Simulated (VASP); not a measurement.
A run of VASP 6.6.1:

INCAR

```
SYSTEM = Os
PREC     = Accurate       ! precision mode
ENCUT    = 600            ! plane-wave cutoff, eV
EDIFF    = 1E-7           ! SCF threshold, eV
ISMEAR   = 0              ! smearing method
SIGMA    = 0.1            ! smearing width, eV
LREAL    = .False.        ! projectors in reciprocal space
LASPH    = .True.         ! aspherical terms in the spheres
NELM     = 60             ! most SCF steps
ALGO     = Normal         ! electronic algorithm
ISIF     = 3              ! what is computed and relaxed
LWAVE    = .False.        ! write WAVECAR
LCHARG   = .False.        ! write CHGCAR
GGA      = PE             ! functional
IBRION   = 2              ! ionic algorithm
NSW      = 90             ! ionic steps
EDIFFG   = -0.04          ! ionic threshold
```

KPOINTS

```
regular mesh
0
Gamma
  6 6 4
  0 0 0
```

Contents of POSCAR:

```
Os
1.0
    4.2086505327      0.0000000000      0.0000000000
   -2.1043252664      3.6447982770      0.0000000000
    0.0000000000      0.0000000000      4.9360151813
Os
4
Direct
    0.0000000000      0.0000000000      0.2500000000
    0.0000000000      0.0000000000      0.7500000000
    0.3333333333      0.6666666667      0.7500000000
    0.6666666667      0.3333333333      0.2500000000
```

Potentials or basis: VASP PAW PBE potentials, release 64 (Os).

Run with:

```sh
$ cat potpaw_PBE.64/Os/POTCAR > POTCAR
$ mpirun -np 1 vasp_std > vasp.out
```

Hardware: 1 thread of Oxide Virtual Turin-like Processor, with other jobs on the host.

Task: Estimate the wall time of this run.

Result: It took 6.9 min on 1 thread of Oxide Virtual Turin-like Processor (shared host), peak memory 0.21 GiB. Counts: scf iterations 79, k points 21, ion steps 7.
